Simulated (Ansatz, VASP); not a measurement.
## Two plane-wave programs on Si

```xyz
2
Lattice="2.7692 0.0000 0.0000 -1.3846 2.3982 0.0000 0.0000 0.0000 4.5221" Properties=species:S:1:pos:R:3 pbc="T T T"
Si    0.0000    1.5988    1.1305
Si    1.3846    0.7994    3.3915
```

Alike in both runs: task relaxation of cell and atoms; functional LDA; k mesh 13 × 13 × 7; occupations fermi-dirac, width 0.1 eV; no spin polarisation.

|  | VASP | Ansatz |
| --- | --- | --- |
| version | VASP 6.6.1 | Ansatz 0.2.0 |
| potentials or method | VASP PAW LDA potentials, release 64 (Si), cutoff 600 eV | plane waves (420 eV) with PAW, scalar-relativistic |
| valence electrons in the cell | 8 | 8 |

```tsv
	VASP	Ansatz	Ansatz less VASP
relaxed volume (Å³/atom)	13.85	13.83	-0.014
relaxed cell length with the largest relative difference (Å)	2.668	2.666	-0.0019
```

Ansatz warns that its potentials were made for another functional, while VASP's fit it. LDA's correlation is that of Perdew and Zunger in VASP and of Perdew and Wang (1992) in Ansatz.
